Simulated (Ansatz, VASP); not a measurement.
**MgSe: VASP beside Ansatz**

```
Mg Se
1.0
     0.00000    2.73989    2.73989
     2.73989    0.00000    2.73989
     2.73989    2.73989    0.00000
Mg Se
1 1
Direct
  0.00000 0.00000 0.00000
  0.50000 0.50000 0.50000
```

Alike in both runs: task single point; functional PBE; dispersion D4; k mesh 8 × 8 × 8; occupations gaussian, width 0.05 eV; no spin polarisation.

|  | VASP | Ansatz |
| --- | --- | --- |
| version | VASP 6.6.1 | Ansatz 0.2.0 |
| potentials or method | VASP PAW PBE potentials, release 64 (Mg, Se), cutoff 600 eV | scalar-relativistic, plane waves, PAW |
| valence electrons in the cell | 8 | 26 |

|  | VASP | Ansatz | Ansatz less VASP |
| --- | --- | --- | --- |
| gap on the k mesh at the Fermi level (eV) | 1.78 | 1.80 | +0.023 |
| least direct gap on the mesh (eV) | 2.49 | 2.50 | +0.011 |
| pressure (GPa) | -1.4 | -1.3 | +0.12 |

VASP's potentials hold 8 valence electrons a cell and Ansatz's 26, so a difference there can come from the potentials and not from the codes.
